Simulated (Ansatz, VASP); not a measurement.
**Al2SiO: VASP beside Ansatz**

```
Al Si O
1.0
     2.65289    0.00000    0.00000
     0.00000    2.65289    0.00000
     0.00000    0.00000    8.26509
Al Si O
2 1 1
Direct
  0.50000 0.50000 0.67850
  0.50000 0.50000 0.32150
  0.50000 0.50000 0.00000
  0.00000 0.00000 0.50000
```

Alike in both runs: task single point; functional PBE; k mesh 6 × 6 × 2; occupations gaussian, width 0.1 eV; collinear spin.

|  | VASP | Ansatz |
| --- | --- | --- |
| version | VASP 6.6.1 | Ansatz 0.2.0 |
| potentials or method | VASP PAW PBE potentials, release 64 (Al, Si, O), cutoff 520 eV | scalar-relativistic, plane waves, PAW |
| valence electrons in the cell | 16 | 16 |

VASP gave:

| Quantity | Value |
| --- | --- |
| gap on the k mesh at the Fermi level (eV) | none |
| pressure (GPa) | -0.5 |
| traceless stress, the component that is largest in VASP (GPa) | 1.08 |
| rms of the force components (eV/Å) | 0.026 |
| net moment per atom (μB) | 0.00 |

Question: What did Ansatz give for the same quantities?

Answer: gap on the k mesh at the Fermi level (eV): none; pressure (GPa): -0.4; traceless stress, the component that is largest in VASP (GPa): 1.08; rms of the force components (eV/Å): 0.028; net moment per atom (μB): 0.00.

Atom by atom the forces differ by 0.002 eV/Å (rms over components). A gap of «none» marks a metal or a gap that the smearing closes. The functional is the same, so the differences come from potentials, cutoffs and numerics. Ansatz's warnings: seeded moment not kept.

The k mesh is coarse, so the values compare programs but aren't converged.
